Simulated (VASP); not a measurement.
# Ba (P-1) in VASP: single point with PBE

Aim: the single point of Ba with PBE.

Everything below comes from runs of VASP 6.6.1. Logs are shortened: lines on timing, memory, paths and dates and some standing lists are left out, and cuts for length are marked.

## Step 1: The cell of the first run

The typed cell holds 1 atom: a = 4.325 Å, b = 4.592 Å, c = 4.537 Å, α = 110.83°, β = 105.73°, γ = 110.70°.

## Step 2: Single point, PBE (the cell strained at random)

Contents of INCAR:

```
PREC = Accurate
ENCUT = 520
EDIFF = 1E-6
ISMEAR = 0
SIGMA = 0.1
LREAL = False
LASPH = True
NELM = 60
ALGO = Fast
ISIF = 2
LWAVE = False
LCHARG = False
GGA = PE
NBANDS = 11
```

Contents of KPOINTS:

```
regular mesh
0
Gamma
  10 10 10
```

Contents of POSCAR:

```
Ba
1.0
   -2.4840500000      2.5843250000      2.4193000000
    2.6153500000     -2.6860250000      2.6523000000
    2.5643000000      2.7662750000     -2.5210000000
Ba
1
Direct
    0.0000000000      0.0000000000      0.0000000000
```

Potentials or basis: VASP PAW PBE potentials, release 64 (Ba_sv).

Launch:

```bash
$ cat potpaw_PBE.64/Ba_sv/POTCAR > POTCAR
$ mpirun -np 1 vasp_std > vasp.out
```

OUTCAR:

```text
PREC = Accurate
   ENCUT = 520
   EDIFF = 1E-6
   ISMEAR = 0
   LREAL = False
   LASPH = True
   NELM = 60
   ISIF = 2
   GGA = PE

 ion  position               nearest neighbor table
   1  0.000  0.000  0.000-

  LATTYP: Found a triclinic cell.
 ALAT       =     5.0743185887
 B/A-ratio  =     2.6032653303
 C/A-ratio  =     1.7398738081
 COS(alpha) =     0.0070458361
 COS(beta)  =     0.2671718616
 COS(gamma) =     0.9581809315

  Lattice vectors:

 A1 = (  -0.1313000000,   0.1017000000,  -5.0716000000)
 A2 = (   2.3017000000,   2.9696750000, -12.6642000000)
 A3 = (  -2.7758500000,  -8.0151750000,  -2.4489000000)

Analysis of symmetry for initial positions (statically):
=====================================================================
 Subroutine PRICEL returns:
 Original cell was already a primitive cell.

 Routine SETGRP: Setting up the symmetry group for a
 triclinic supercell.

 Subroutine GETGRP returns: Found  2 space group operations
 (whereof  2 operations were pure point group operations)
 out of a pool of  2 trial point group operations.

The static configuration has the point symmetry S_2 .

Analysis of symmetry for dynamics (positions and initial velocities):
=====================================================================
 Subroutine PRICEL returns:
 Original cell was already a primitive cell.

 Routine SETGRP: Setting up the symmetry group for a
 triclinic supercell.

 Subroutine GETGRP returns: Found  2 space group operations
 (whereof  2 operations were pure point group operations)
 out of a pool of  2 trial point group operations.

The dynamic configuration has the point symmetry S_2 .

 Subroutine INISYM returns: Found  2 space group operations
 (whereof  2 operations are pure point group operations),
 and found     1 'primitive' translations

----------------------------------------------------------------------------------------

                                     Primitive cell

  volume of cell :      70.1874

  direct lattice vectors                    reciprocal lattice vectors
    -2.484050000  2.584325000  2.419300000    -0.008057312  0.190840252  0.201211921
     2.615350000 -2.686025000  2.652300000     0.188175134  0.000833184  0.192321425
     2.564300000  2.766275000 -2.521000000     0.190243496  0.184018118 -0.001235178

  length of vectors
     4.324610109  4.592328518  4.536888016     0.277436766  0.269068961  0.264682416

  position of ions in fractional coordinates (direct lattice)
     0.000000000  0.000000000  0.000000000

  ion indices of the primitive-cell ions
   primitive index   ion index
                 1           1

----------------------------------------------------------------------------------------

 KPOINTS: regular mesh

Automatic generation of k-mesh.
 Grid dimensions read from file:
 generate k-points for:   10   10   10

 Generating k-lattice:

  Cartesian coordinates                     Fractional coordinates (reciprocal lattice)
    -0.000805731  0.019084025  0.020121192     0.100000000 -0.000000000  0.000000000
     0.018817513  0.000083318  0.019232143     0.000000000  0.100000000  0.000000000
     0.019024350  0.018401812 -0.000123518    -0.000000000  0.000000000  0.100000000

  Length of vectors
     0.027743677  0.026906896  0.026468242

  Shift w.r.t. Gamma in fractional coordinates (k-lattice)
     0.000000000  0.000000000  0.000000000

 Subroutine IBZKPT returns following result:
 ===========================================

 Found    504 irreducible k-points:

 Following reciprocal coordinates:
            Coordinates               Weight
  0.000000  0.000000  0.000000      1.000000
  0.100000 -0.000000  0.000000      2.000000
  0.200000 -0.000000  0.000000      2.000000
  0.300000  0.000000 -0.000000      2.000000
  0.400000  0.000000  0.000000      2.000000
  0.500000  0.000000  0.000000      1.000000
[... 16 lines left out ...]
 -0.400000  0.200000 -0.000000      2.000000
 -0.300000  0.200000 -0.000000      2.000000
 [... further k-points ...]
   k-points           NKPTS =    504   k-points in BZ     NKDIM =    504   number of bands    NBANDS=     11
   number of dos      NEDOS =    301   number of ions     NIONS =      1
   total plane-waves  NPLWV =  41472
   dimension x,y,z NGX =    32 NGY =   36 NGZ =   36
   dimension x,y,z NGXF=    64 NGYF=   72 NGZF=   72
   ions per type =               1
   NGX,Y,Z   is equivalent  to a cutoff of  12.30, 13.03, 13.19 a.u.
   NGXF,Y,Z  is equivalent  to a cutoff of  24.60, 26.06, 26.38 a.u.
 SYSTEM =  unknown system
   PREC   = accura    normal or accurate (medium, high low for compatibility)
   ISTART =      0    job   : 0-new  1-cont  2-samecut
   ICHARG =      2    charge: 1-file 2-atom 10-const
   ISPIN  =      1    spin polarized calculation?
   LNONCOLLINEAR =      F non collinear calculations
   LSORBIT =      F    spin-orbit coupling
   LASPH  =      T    aspherical Exc in radial PAW
   ENCUT  =  520.0 eV  38.22 Ry    6.18 a.u.   8.04  8.54  8.44*2*pi/ulx,y,z
   NELM   =     60;   NELMIN=  2; NELMDL= -5     # of ELM steps
   EDIFF  = 0.1E-05   stopping-criterion for ELM
   LREAL  =      F    real-space projection
   EDIFFG = 0.1E-04   stopping-criterion for IOM
   NSW    =      0    number of steps for IOM
   IBRION =     -1    ionic relax: 0-MD 1-quasi-New 2-CG
   NFREE  =      0    steps in history (QN), initial steepest desc. (CG)
   ISIF   =      2    stress and relaxation
   ISYM   =      2    0-nonsym 1-usesym 2-fastsym
   POTIM  = 0.5000    time-step for ionic-motion
   TEBEG  =    0.0;   TEEND  =   0.0 temperature during run
   PSTRESS=    0.0 pullay stress
   NELECT =      10.0000    total number of electrons
   NUPDOWN=      -1.0000    fix difference up-down
   EMIN   =  10.00;   EMAX   =-10.00  energy-range for DOS
   EFERMI =   0.00;   METHOD = LEGACY
   ISMEAR =     0;   SIGMA  =   0.10  broadening in eV -4-tet -1-fermi 0-gaus
   EFERMI_NEDOS =   21; number of points for ismear=-14 and -15
   IALGO  =     68    algorithm
   IMIX   =      4    mixing-type and parameters
     AMIX     =   0.40;   BMIX     =  1.00
     AMIX_MAG =   1.60;   BMIX_MAG =  1.00
  volume/ion in A,a.u.               =      70.19       473.65
  Fermi-wavevector in a.u.,A,eV,Ry     =   0.855044  1.615798  9.947217  0.731100
  Thomas-Fermi vector in A             =   1.971733
   LORBIT       =      0    0 simple, 1 ext, 2 COOP (PROOUT), +10 PAW based schemes
   GGA     = PE    functional components
   LHFCALC =     F    Hartree Fock is set to
   AEXX    =    0.0000 exact exchange contribution
   IVDW    =     0    specifies the selected vdW correction
   LEPSILON=     F    determine dielectric tensor
   LRPA    =     F    only Hartree local field effects (RPA)
 non-spin polarized calculation
 RMM-DIIS sequential band-by-band and
 Gauss-broadening in eV      SIGMA  =   0.10
  energy-cutoff  :      520.00
  volume of cell :       70.19
 maximum number of plane-waves:      1907
   NGX = 17   NGY = 17   NGZ = 17

 number of electron      10.0000000 magnetization

 Free energy of the ion-electron system (eV)
  ---------------------------------------------------
  ext. energy  EPLUGINS =         0.00000000
  ---------------------------------------------------
  free energy    TOTEN  =        -1.88277729 eV

  energy without entropy =       -1.87612141  energy(sigma->0) =       -1.87944935

 E-fermi :   1.2985     XC(G=0):  -7.0729

 val. band max:        1.2957531535   @ k =   0.5000  -0.3000   0.3000
 cond. band min:       1.3146819763   @ k =   0.2000   0.2000   0.4000
 fundamental gap:      0.0189288228
 Fermi energy:         1.2985412210

 k-point     1 :       0.0000    0.0000    0.0000
  band No.  band energies     occupation
      1     -27.7806      2.00000
      2     -12.7898      2.00000
      3     -12.7884      2.00000
      4     -12.7510      2.00000
      5      -1.3783      2.00000
      6       2.7026      0.00000
      7       3.0848      0.00000
      8       3.1760      0.00000
      9       4.1417      0.00000
     10       4.5070      0.00000
     11       7.6175      0.00000

 k-point     2 :       0.1000   -0.0000    0.0000
  band No.  band energies     occupation
      1     -27.7775      2.00000
      2     -12.8074      2.00000
      3     -12.7886      2.00000
      4     -12.7814      2.00000
      5      -1.2061      2.00000
      6       2.7785      0.00000
      7       3.0089      0.00000
      8       3.2003      0.00000
      9       3.9477      0.00000
     10       4.3675      0.00000
     11       7.8606      0.00000

 k-point     3 :       0.2000   -0.0000    0.0000
  band No.  band energies     occupation
      1     -27.7694      2.00000
      2     -12.8936      2.00000
      3     -12.8203      2.00000
      4     -12.7872      2.00000
      5      -0.7324      2.00000
      6       2.6471      0.00000
      7       2.6858      0.00000
      8       3.5942      0.00000
      9       3.8141      0.00000
     10       4.2521      0.00000
     11       8.1721      0.00000

 k-point     4 :       0.3000    0.0000   -0.0000
  band No.  band energies     occupation
      1     -27.7594      2.00000
      2     -13.0082      2.00000
      3     -12.8551      2.00000
      4     -12.7858      2.00000
      5      -0.1046      2.00000
      6       2.2865      0.00000
      7       2.3575      0.00000
      8       3.9771      0.00000
      9       4.3015      0.00000
     10       4.3996      0.00000
     11       7.5796      0.00000
[... 239 lines left out ...]
 k-point    22 :       0.5000    0.2000    0.0000
  band No.  band energies     occupation
      1     -27.7486      2.00000
      2     -13.1031      2.00000
      3     -12.8978      2.00000
      4     -12.8047      2.00000
      5       0.8384      2.00000
      6       1.7674      0.00000
      7       2.1562      0.00000
      8       4.0770      0.00000
      9       4.3482      0.00000
     10       5.8359      0.00000
     11       7.0470      0.00000

 k-point    23 :      -0.4000    0.2000   -0.0000
  band No.  band energies     occupation
      1     -27.7542      2.00000
      2     -13.0641      2.00000
      3     -12.8557      2.00000
      4     -12.7984      2.00000
      5       0.2849      2.00000
      6       1.9289      0.00000
      7       2.3393      0.00000
      8       3.8994      0.00000
      9       4.3320      0.00000
     10       5.0148      0.00000
     11       7.4570      0.00000

 k-point    24 :      -0.3000    0.2000   -0.0000
  band No.  band energies     occupation
      1     -27.7624      2.00000
      2     -12.9833      2.00000
      3     -12.8276      2.00000
      4     -12.7889      2.00000
      5      -0.3251      2.00000
      6       2.3158      0.00000
      7       2.5698      0.00000
      8       3.7293      0.00000
      9       4.1593      0.00000
     10       4.3364      0.00000
     11       7.9240      0.00000

 [... further k-points ...]

------------------------ aborting loop because EDIFF is reached ----------------------------------------

  FORCE on cell =-STRESS in cart. coord.  units (eV):
  Direction    XX          YY          ZZ          XY          YZ          ZX
  --------------------------------------------------------------------------------------
  -------------------------------------------------------------------------------------
  Total       -0.3171495     -0.3442307     -0.2789126     -0.1435128      0.1647403     -0.1892140
  in kB       -7.2396092     -7.8577947     -6.3667720     -3.2759832      3.7605469     -4.3192114
  external PRESSURE =      -7.1547253 kB  Pullay stress =       0.0000000 kB

 VOLUME and BASIS-vectors are now :
 -----------------------------------------------------------------------------
  energy-cutoff  :      520.00
  volume of cell :       70.19
      direct lattice vectors                 reciprocal lattice vectors
    -2.484050000  2.584325000  2.419300000    -0.008057312  0.190840252  0.201211921
     2.615350000 -2.686025000  2.652300000     0.188175134  0.000833184  0.192321425
     2.564300000  2.766275000 -2.521000000     0.190243496  0.184018118 -0.001235178

 POSITION                                       TOTAL-FORCE (eV/Angst)
 -----------------------------------------------------------------------------------
      0.00000      0.00000      0.00000        -0.000000     -0.000000      0.000000
 -----------------------------------------------------------------------------------
    total drift:                               -0.000000      0.000000     -0.000000

  FREE ENERGIE OF THE ION-ELECTRON SYSTEM (eV)
  ---------------------------------------------------
  free  energy   TOTEN  =        -1.8827772894 eV

  energy  without entropy=       -1.8761214109  energy(sigma->0) =       -1.87944935
```

Run time: 6.7 min. Hardware: 1 thread of Intel Xeon 8259CL, shared host; peak memory 0.5 GiB.

What came out:

```yaml
Free_energy: -1.8828 eV
Pressure: -0.7 GPa
Band_gap_on_the_k_mesh: zero (bands 5 and 6 overlap by 0.64 eV)
```

Caveat: the cell differs from its parent crystal (the cell strained at random); spin-orbit coupling is left out, which moves the levels of the heavy elements.
